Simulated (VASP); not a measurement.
A run of VASP 6.6.1 is set up as follows.

Contents of INCAR:

```
PREC = Accurate ; ENCUT = 520
EDIFF = 1E-7 ; ISMEAR = -1
SIGMA = 0.05 ; LREAL = False
LASPH = True ; NELM = 100
ALGO = Normal ; ISIF = 2
LWAVE = False ; LCHARG = True
GGA = CA ; LELF = True
LVHAR = True ; NBANDS = 16
```

File KPOINTS:

```
regular mesh
0
Gamma
  7 7 7
```

The input POSCAR:

```
HgTe
1.0
    0.0000000000      3.2010602164      3.2010602164
    3.2010602164      0.0000000000      3.2010602164
    3.2010602164      3.2010602164      0.0000000000
Hg Te
1 1
Direct
    0.0000000000      0.0000000000      0.0000000000
    0.5000000000      0.5000000000      0.5000000000
```

Potentials or basis: VASP PAW LDA potentials, release 64 (Hg, Te).

Launch:

```sh
$ cat potpaw_LDA.64/Hg/POTCAR potpaw_LDA.64/Te/POTCAR > POTCAR
$ mpirun -np 1 vasp_std > vasp.out
```

Task: What does it give for the band gap on the k mesh?

Result: Zero (band 9 reaches 2.86 eV, above the bottom of band 10 at 1.00 eV).

Task: Estimate the pressure.

Result: -8.0 GPa.

Caveat: spin-orbit coupling is left out, which moves the levels of the heavy elements.
